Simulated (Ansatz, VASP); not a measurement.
# One calculation of Si, two programs

Contents of INCAR:

```
PREC = Accurate
ENCUT = 520
EDIFF = 1E-6
ISMEAR = 1
SIGMA = 0.1
LREAL = False
LASPH = True
NELM = 60
ALGO = Normal
ISIF = 2
LWAVE = False
LCHARG = False
GGA = PE
NBANDS = 11
```

Contents of KPOINTS:

```
regular mesh
0
Gamma
  15 15 15
```

Contents of POSCAR:

```
Si
1.0
   -2.3713720000      2.3713720000      1.3292650000
    2.3713720000     -2.3713720000      1.3292650000
    2.3713720000      2.3713720000     -1.3292650000
Si
2
Direct
    0.2500000000      0.7500000000      0.5000000000
    0.5000000000      0.5000000000      0.0000000000
```

Input for Ansatz:

```yaml
crystal:
  lattice:
    - [-2.371372, 2.371372, 1.329265]
    - [2.371372, -2.371372, 1.329265]
    - [2.371372, 2.371372, -1.329265]
  atoms:
    - { symbol: Si, position: [0.25, 0.75, 0.5] }
    - { symbol: Si, position: [0.5, 0.5, 0.0] }
basis:
  ecutwfc: 520.0
kpoints:
  mp_grid:
    grid: [15, 15, 15]
scf:
  occupations:
    method: methfessel_paxton
output:
  stress: true
```

Alike in both runs: task single point; functional PBE; k mesh 15 × 15 × 15; no spin polarisation.

|  | VASP | Ansatz |
| --- | --- | --- |
| version | VASP 6.6.1 | Ansatz 0.2.0 |
| potentials or method | VASP PAW PBE potentials, release 64 (Si), cutoff 520 eV | plane waves, PAW |
| occupations | methfessel-paxton of order 1, width 0.1 eV | methfessel-paxton of order 1 |
| valence electrons in the cell | 8 | 8 |

VASP gave:

| Property | Result |
| --- | --- |
| pressure (GPa) | 3.2 |
| traceless stress, the component that is largest in VASP (GPa) | -0.50 |

Q: Which values does Ansatz return?

A: Pressure (GPa): 3.2; traceless stress, the component that is largest in VASP (GPa): -0.52.
